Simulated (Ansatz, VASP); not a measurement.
## Ni: VASP beside Ansatz

File POSCAR:

```
Ni
1.0
   -2.1523410896      2.1523410896      1.1741417954
    2.1523410896     -2.1523410896      1.1741417954
    2.1523410896      2.1523410896     -1.1741417954
Ni
2
Direct
    0.0000000000      0.0000000000      0.0000000000
    0.7500000000      0.2500000000      0.5000000000
```

INCAR.step1

```
ALGO     = Normal         # electronic algorithm
EDIFF    = 1E-4           # SCF threshold, eV
ENCUT    = 520            # plane-wave cutoff, eV
GGA      = PE             # functional
ISMEAR   = 0              # smearing method
ISPIN    = 2              # spin polarisation
LASPH    = True           # aspherical terms in the spheres
LCHARG   = False          # write CHGCAR
LMAXMIX  = 4              # l up to which the mixer works
LREAL    = False          # projectors in reciprocal space
LWAVE    = True           # write WAVECAR
MAGMOM   = 2 2            # initial moments
NBANDS   = 21             # bands
NELM     = 150            # most SCF steps
PREC     = Accurate       # precision mode
SIGMA    = 0.1            # smearing width, eV
```

File INCAR.step2:

```
ALGO     = Normal         # electronic algorithm
EDIFF    = 1E-6           # SCF threshold, eV
ENCUT    = 520            # plane-wave cutoff, eV
ISIF     = 2              # what is computed and relaxed
ISMEAR   = 0              # smearing method
ISPIN    = 2              # spin polarisation
ISTART   = 1            
LASPH    = True           # aspherical terms in the spheres
LCHARG   = False          # write CHGCAR
LMAXMIX  = 4              # l up to which the mixer works
LMIXTAU  = True         
LORBIT   = 11             # projections on sites
LREAL    = False          # projectors in reciprocal space
LWAVE    = False          # write WAVECAR
MAGMOM   = 2 2            # initial moments
METAGGA  = R2SCAN         # meta-GGA
NBANDS   = 21             # bands
NELM     = 150            # most SCF steps
PREC     = Accurate       # precision mode
SIGMA    = 0.1            # smearing width, eV
```

Contents of KPOINTS:

```
k-points
0
Gamma
  8 8 8
```

Input for Ansatz:

```yaml
crystal:
  lattice:
    - [-2.1523410896, 2.1523410896, 1.1741417954]
    - [2.1523410896, -2.1523410896, 1.1741417954]
    - [2.1523410896, 2.1523410896, -1.1741417954]
  atoms:
    - { symbol: Ni, position: [0.0, 0.0, 0.0], spin: 2.0 }
    - { symbol: Ni, position: [0.75, 0.25, 0.5], spin: 2.0 }
basis:
  ecutwfc: 500
kpoints:
  mp_grid: { grid: [8, 8, 8] }
hamiltonian:
  xc: r2scan
scf:
  occupations: { method: gaussian, width: 0.1 }
  lower_state_search: "off"
output:
  forces: true
  stress: true
  eigenvalues: true
  populations: true
magnetization:
  spin_polarized: true
```

Alike in both runs: task single point; functional r2SCAN; k mesh 8 × 8 × 8; occupations gaussian, width 0.1 eV; collinear spin.

```csv
,VASP,Ansatz
version,VASP 6.6.1,Ansatz 0.2.0
potentials or method,"VASP PAW PBE potentials, release 64 (Ni), cutoff 520 eV","scalar-relativistic, plane waves, PAW"
valence electrons in the cell,20,36
```

|  | VASP | Ansatz | Ansatz less VASP |
| --- | --- | --- | --- |
| gap on the k mesh at the Fermi level (eV) | none | none | - |
| pressure (GPa) | 12.8 | 12.7 | -0.12 |
| traceless stress, the component that is largest in VASP (GPa) | -0.07 | -0.07 | +0.002 |
| net moment per atom (μB) | 0.71 | 0.73 | +0.017 |
| size of the moment on the site where the two differ most (μB) | 0.72 | 0.78 | +0.064 |

VASP's potentials were made for PBE, not for r2SCAN. Site moments also hang on the region over which each program counts them. A gap of «none» marks a metal or a gap that the smearing closes. VASP's potentials hold 20 valence electrons a cell and Ansatz's 36, so a difference there can come from the potentials and not from the codes. Ansatz's warnings: stability check not made.

The k mesh is coarse, so the values compare programs but aren't converged.
